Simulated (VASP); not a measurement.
# CsBr (Pm-3m) in VASP: a series of runs

Runs on CsBr. Level: PBE. Tasks: single point.

Program: VASP 6.6.1. These are calculated values, not measurements. Logs are shortened: lines on timing, memory, paths and dates and some standing lists are left out, and cuts for length are marked.

## Step 1: The cell of the first run

It takes space group Pm-3m (No. 221, cubic). The conventional cell has a = 4.347 Å, b = 4.347 Å, c = 4.347 Å, α = 90.00°, β = 90.00°, γ = 90.00°. Cs (site symmetry m-3m) has 8 Br at 3.76 Å and 6 Cs at 4.35 Å within 4.9 Å. Within 4.9 Å of Br (site symmetry m-3m) lie 8 Cs at 3.76 Å and 6 Br at 4.35 Å.

## Step 2: Single point, PBE (volume changed by -3%)

The input, INCAR:

```
SYSTEM = CsBr
PREC = Accurate ; ENCUT = 500
EDIFF = 1E-6 ; ISMEAR = 0
SIGMA = 0.01 ; LREAL = .False.
LASPH = .True. ; NELM = 120
ALGO = Normal ; ISIF = 2
LWAVE = .False. ; LCHARG = .True.
GGA = PE ; LELF = .True.
LVHAR = .True. ; NBANDS = 15
GGA_COMPAT = .False.
```

The input, KPOINTS:

```
Automatic mesh
0
Gamma
  6 6 6
  0 0 0
```

The input, POSCAR:

```
CsBr
1.0
    4.3466079687      0.0000000000      0.0000000000
    0.0000000000      4.3466079687      0.0000000000
    0.0000000000      0.0000000000      4.3466079687
Cs Br
1 1
Direct
    0.0000000000      0.0000000000      0.0000000000
    0.5000000000      0.5000000000      0.5000000000
```

Potentials or basis: VASP PAW PBE potentials, release 64 (Cs_sv, Br).

Launch:

```
cat potpaw_PBE.64/Cs_sv/POTCAR potpaw_PBE.64/Br/POTCAR > POTCAR
mpirun -np 1 vasp_std > vasp.out
```

OUTCAR:

```text
SYSTEM = CsBr
   PREC = Accurate
   ENCUT = 500
   EDIFF = 1E-6
   ISMEAR = 0
   LREAL = .False.
   LASPH = .True.
   NELM = 120
   ISIF = 2
   GGA = PE

 ion  position               nearest neighbor table
   1  0.000  0.000  0.000-
   2  0.500  0.500  0.500-

  LATTYP: Found a simple cubic cell.
 ALAT       =     4.3466079687

  Lattice vectors:

 A1 = (   4.3466079687,   0.0000000000,   0.0000000000)
 A2 = (   0.0000000000,   4.3466079687,   0.0000000000)
 A3 = (   0.0000000000,   0.0000000000,   4.3466079687)

Analysis of symmetry for initial positions (statically):
=====================================================================
 Subroutine PRICEL returns:
 Original cell was already a primitive cell.

 Routine SETGRP: Setting up the symmetry group for a
 simple cubic supercell.

 Subroutine GETGRP returns: Found 48 space group operations
 (whereof 48 operations were pure point group operations)
 out of a pool of 48 trial point group operations.

The static configuration has the point symmetry O_h .

Analysis of symmetry for dynamics (positions and initial velocities):
=====================================================================
 Subroutine PRICEL returns:
 Original cell was already a primitive cell.

 Routine SETGRP: Setting up the symmetry group for a
 simple cubic supercell.

 Subroutine GETGRP returns: Found 48 space group operations
 (whereof 48 operations were pure point group operations)
 out of a pool of 48 trial point group operations.

The dynamic configuration has the point symmetry O_h .

 Subroutine INISYM returns: Found 48 space group operations
 (whereof 48 operations are pure point group operations),
 and found     1 'primitive' translations

----------------------------------------------------------------------------------------

                                     Primitive cell

  volume of cell :      82.1205

  direct lattice vectors                    reciprocal lattice vectors
     4.346607969  0.000000000  0.000000000     0.230064457  0.000000000  0.000000000
     0.000000000  4.346607969  0.000000000     0.000000000  0.230064457  0.000000000
     0.000000000  0.000000000  4.346607969     0.000000000  0.000000000  0.230064457

  length of vectors
     4.346607969  4.346607969  4.346607969     0.230064457  0.230064457  0.230064457

  position of ions in fractional coordinates (direct lattice)
     0.000000000  0.000000000  0.000000000
     0.500000000  0.500000000  0.500000000

  ion indices of the primitive-cell ions
   primitive index   ion index
                 1           1
                 2           2

----------------------------------------------------------------------------------------

 KPOINTS: Automatic mesh

Automatic generation of k-mesh.
 Grid dimensions read from file:
 generate k-points for:    6    6    6

 Generating k-lattice:

  Cartesian coordinates                     Fractional coordinates (reciprocal lattice)
     0.038344076  0.000000000  0.000000000     0.166666667  0.000000000  0.000000000
     0.000000000  0.038344076  0.000000000     0.000000000  0.166666667  0.000000000
     0.000000000  0.000000000  0.038344076     0.000000000  0.000000000  0.166666667

  Length of vectors
     0.038344076  0.038344076  0.038344076

  Shift w.r.t. Gamma in fractional coordinates (k-lattice)
     0.000000000  0.000000000  0.000000000

 Subroutine IBZKPT returns following result:
 ===========================================

 Found     20 irreducible k-points:

 Following reciprocal coordinates:
            Coordinates               Weight
  0.000000  0.000000  0.000000      1.000000
  0.166667  0.000000  0.000000      6.000000
  0.333333  0.000000  0.000000      6.000000
  0.500000  0.000000  0.000000      3.000000
  0.166667  0.166667  0.000000     12.000000
  0.333333  0.166667  0.000000     24.000000
[... 12 lines left out ...]
  0.500000  0.500000  0.333333      6.000000
  0.500000  0.500000  0.500000      1.000000
   k-points           NKPTS =     20   k-points in BZ     NKDIM =     20   number of bands    NBANDS=     15
   number of dos      NEDOS =    301   number of ions     NIONS =      2
   total plane-waves  NPLWV =  32768
   dimension x,y,z NGX =    32 NGY =   32 NGZ =   32
   dimension x,y,z NGXF=    64 NGYF=   64 NGZF=   64
   ions per type =               1   1
   NGX,Y,Z   is equivalent  to a cutoff of  12.24, 12.24, 12.24 a.u.
   NGXF,Y,Z  is equivalent  to a cutoff of  24.48, 24.48, 24.48 a.u.
 SYSTEM =  CsBr
   PREC   = accura    normal or accurate (medium, high low for compatibility)
   ISTART =      0    job   : 0-new  1-cont  2-samecut
   ICHARG =      2    charge: 1-file 2-atom 10-const
   ISPIN  =      1    spin polarized calculation?
   LNONCOLLINEAR =      F non collinear calculations
   LSORBIT =      F    spin-orbit coupling
   LASPH  =      T    aspherical Exc in radial PAW
   ENCUT  =  500.0 eV  36.75 Ry    6.06 a.u.   7.92  7.92  7.92*2*pi/ulx,y,z
   NELM   =    120;   NELMIN=  2; NELMDL= -5     # of ELM steps
   EDIFF  = 0.1E-05   stopping-criterion for ELM
   LREAL  =      F    real-space projection
   EDIFFG = 0.1E-04   stopping-criterion for IOM
   NSW    =      0    number of steps for IOM
   IBRION =     -1    ionic relax: 0-MD 1-quasi-New 2-CG
   NFREE  =      0    steps in history (QN), initial steepest desc. (CG)
   ISIF   =      2    stress and relaxation
   ISYM   =      2    0-nonsym 1-usesym 2-fastsym
   POTIM  = 0.5000    time-step for ionic-motion
   TEBEG  =    0.0;   TEEND  =   0.0 temperature during run
   PSTRESS=    0.0 pullay stress
   NELECT =      16.0000    total number of electrons
   NUPDOWN=      -1.0000    fix difference up-down
   EMIN   =  10.00;   EMAX   =-10.00  energy-range for DOS
   EFERMI =   0.00;   METHOD = LEGACY
   ISMEAR =     0;   SIGMA  =   0.01  broadening in eV -4-tet -1-fermi 0-gaus
   EFERMI_NEDOS =   21; number of points for ismear=-14 and -15
   IALGO  =     38    algorithm
   IMIX   =      4    mixing-type and parameters
     AMIX     =   0.40;   BMIX     =  1.00
     AMIX_MAG =   1.60;   BMIX_MAG =  1.00
  volume/ion in A,a.u.               =      41.06       277.09
  Fermi-wavevector in a.u.,A,eV,Ry     =   0.949069  1.793480 12.255197  0.900732
  Thomas-Fermi vector in A             =   2.077317
   LORBIT       =      0    0 simple, 1 ext, 2 COOP (PROOUT), +10 PAW based schemes
   GGA     = PE    functional components
   LHFCALC =     F    Hartree Fock is set to
   AEXX    =    0.0000 exact exchange contribution
   IVDW    =     0    specifies the selected vdW correction
   LEPSILON=     F    determine dielectric tensor
   LRPA    =     F    only Hartree local field effects (RPA)
 non-spin polarized calculation
 Gauss-broadening in eV      SIGMA  =   0.01
  energy-cutoff  :      500.00
  volume of cell :       82.12
 maximum number of plane-waves:      2176
 NGX is ok and might be reduce to    32
   NGX = 15   NGY = 15   NGZ = 15

 number of electron      16.0000003 magnetization

 Free energy of the ion-electron system (eV)
  ---------------------------------------------------
  ext. energy  EPLUGINS =         0.00000000
  ---------------------------------------------------
  free energy    TOTEN  =        -6.02066513 eV

  energy without entropy =       -6.02066513  energy(sigma->0) =       -6.02066513

 E-fermi :  -0.3991     XC(G=0):  -7.8884

 val. band max:       -0.4962998854   @ k =   0.5000   0.5000   0.0000
 cond. band min:       3.8563204109   @ k =   0.0000   0.0000   0.0000
 fundamental gap:      4.3526202963
 Fermi energy:        -0.3991416206

 k-point     1 :       0.0000    0.0000    0.0000
  band No.  band energies     occupation
      1     -20.3418      2.00000
      2     -12.8188      2.00000
      3      -6.9518      2.00000
      4      -6.9518      2.00000
      5      -6.9518      2.00000
      6      -0.5110      2.00000
      7      -0.5110      2.00000
      8      -0.5110      2.00000
      9       3.8563      0.00000
     10       4.4513      0.00000
     11       4.4513      0.00000
     12       8.4860      0.00000
     13       8.4860      0.00000
     14       8.4860      0.00000
     15      11.4292      0.00000

 k-point     2 :       0.1667    0.0000    0.0000
  band No.  band energies     occupation
      1     -20.3307      2.00000
      2     -12.8204      2.00000
      3      -7.0481      2.00000
      4      -6.9296      2.00000
      5      -6.9296      2.00000
      6      -0.8917      2.00000
      7      -0.5542      2.00000
      8      -0.5542      2.00000
      9       4.4803      0.00000
     10       4.6218      0.00000
     11       5.0207      0.00000
     12       8.3413      0.00000
     13       8.3413      0.00000
     14       8.6194      0.00000
     15      10.1187      0.00000

 k-point     3 :       0.3333    0.0000    0.0000
  band No.  band energies     occupation
      1     -20.3084      2.00000
      2     -12.8247      2.00000
      3      -7.2247      2.00000
      4      -6.8844      2.00000
      5      -6.8844      2.00000
      6      -1.4916      2.00000
      7      -0.6434      2.00000
      8      -0.6434      2.00000
      9       5.0703      0.00000
     10       5.7788      0.00000
     11       6.3010      0.00000
     12       8.2082      0.00000
     13       8.2082      0.00000
     14       8.5555      0.00000
     15       8.9444      0.00000

 k-point     4 :       0.5000    0.0000    0.0000
  band No.  band energies     occupation
      1     -20.2971      2.00000
      2     -12.8276      2.00000
      3      -7.3057      2.00000
      4      -6.8613      2.00000
      5      -6.8613      2.00000
      6      -1.7438      2.00000
      7      -0.6895      2.00000
      8      -0.6895      2.00000
      9       5.4104      0.00000
     10       6.6004      0.00000
     11       7.0313      0.00000
     12       7.8264      0.00000
     13       8.2201      0.00000
     14       8.2201      0.00000
     15       9.1549      0.00000
[... 235 lines left out ...]
 k-point    18 :       0.5000    0.3333    0.3333
  band No.  band energies     occupation
      1     -20.2403      2.00000
      2     -12.6938      2.00000
      3      -7.3742      2.00000
      4      -7.2531      2.00000
      5      -7.2087      2.00000
      6      -1.3922      2.00000
      7      -1.3887      2.00000
      8      -1.1380      2.00000
      9       6.3891      0.00000
     10       6.5953      0.00000
     11       7.2788      0.00000
     12       7.4946      0.00000
     13       8.1199      0.00000
     14       8.9096      0.00000
     15      10.7257      0.00000

 k-point    19 :       0.5000    0.5000    0.3333
  band No.  band energies     occupation
      1     -20.2309      2.00000
      2     -12.6741      2.00000
      3      -7.3566      2.00000
      4      -7.3566      2.00000
      5      -7.1956      2.00000
      6      -1.4586      2.00000
      7      -1.4586      2.00000
      8      -1.3586      2.00000
      9       6.9141      0.00000
     10       7.0269      0.00000
     11       7.2053      0.00000
     12       7.2053      0.00000
     13       9.0959      0.00000
     14       9.0959      0.00000
     15      10.5231      0.00000

 k-point    20 :       0.5000    0.5000    0.5000
  band No.  band energies     occupation
      1     -20.2218      2.00000
      2     -12.6569      2.00000
      3      -7.3159      2.00000
      4      -7.3159      2.00000
      5      -7.3159      2.00000
      6      -1.5866      2.00000
      7      -1.5866      2.00000
      8      -1.5866      2.00000
      9       7.6277      0.00000
     10       7.6277      0.00000
     11       7.6277      0.00000
     12       8.4708      0.00000
     13       8.4708      0.00000
     14       8.4708      0.00000
     15      10.5712      0.00000

------------------------ aborting loop because EDIFF is reached ----------------------------------------

  FORCE on cell =-STRESS in cart. coord.  units (eV):
  Direction    XX          YY          ZZ          XY          YZ          ZX
  --------------------------------------------------------------------------------------
  -------------------------------------------------------------------------------------
  Total        0.2231033      0.2231033      0.2231033      0.0000000      0.0000000      0.0000000
  in kB        4.3527643      4.3527643      4.3527643      0.0000000      0.0000000      0.0000000
  external PRESSURE =       4.3527643 kB  Pullay stress =       0.0000000 kB

 VOLUME and BASIS-vectors are now :
 -----------------------------------------------------------------------------
  energy-cutoff  :      500.00
  volume of cell :       82.12
      direct lattice vectors                 reciprocal lattice vectors
     4.346607969  0.000000000  0.000000000     0.230064457  0.000000000  0.000000000
     0.000000000  4.346607969  0.000000000     0.000000000  0.230064457  0.000000000
     0.000000000  0.000000000  4.346607969     0.000000000  0.000000000  0.230064457

 POSITION                                       TOTAL-FORCE (eV/Angst)
 -----------------------------------------------------------------------------------
      0.00000      0.00000      0.00000         0.000000      0.000000      0.000000
      2.17330      2.17330      2.17330         0.000000      0.000000      0.000000
 -----------------------------------------------------------------------------------
    total drift:                                0.000000      0.000000     -0.000000

  FREE ENERGIE OF THE ION-ELECTRON SYSTEM (eV)
  ---------------------------------------------------
  free  energy   TOTEN  =        -6.0206651291 eV

  energy  without entropy=       -6.0206651291  energy(sigma->0) =       -6.02066513
```

It took 9 s on 1 thread of Intel Xeon 6975P-C (Granite Rapids), shared host; peak memory 0.18 GiB.

Results:

* Free energy: -6.0207 eV
* Pressure: 0.4 GPa
* Band gap on the k mesh: 4.35 eV, indirect (least direct gap 4.37 eV)

Caveat: spin-orbit coupling is left out, which moves the levels of the heavy elements.

(Continued in part 2 of 2.)
